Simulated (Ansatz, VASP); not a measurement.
TaN: VASP beside Ansatz

```
Ta N
1.0
     0.00000    2.17476    2.17476
     2.17476    0.00000    2.17476
     2.17476    2.17476    0.00000
Ta N
1 1
Direct
  0.00000 0.00000 0.00000
  0.50000 0.50000 0.50000
```

Alike in both runs: task relaxation of cell and atoms; functional LDA; k mesh 16 × 16 × 16; occupations gaussian, width 0.1 eV; no spin polarisation.

```csv
,VASP,Ansatz
version,VASP 6.6.1,Ansatz 0.2.0
potentials or method,"VASP PAW LDA potentials, release 64 (Ta_pv, N), cutoff 600 eV","scalar-relativistic, plane waves, PAW"
valence electrons in the cell,16,18
```

```csv
,VASP,Ansatz,Ansatz less VASP
"gap on the k mesh at the Fermi level, each at its own relaxed structure (eV)",none,none,-
relaxed volume (Å³/atom),10.33,10.27,-0.061
relaxed cell length with the largest relative difference (Å),3.080,3.074,-0.0060
```

Ansatz warns that its potentials were made for another functional, while VASP's fit it. LDA's correlation is that of Perdew and Zunger in VASP and of Perdew and Wang (1992) in Ansatz. A gap of «none» marks a metal or a gap that the smearing closes. VASP's potentials hold 16 valence electrons a cell and Ansatz's 18, so a difference there can come from the potentials and not from the codes.

Spin-orbit coupling is off throughout.
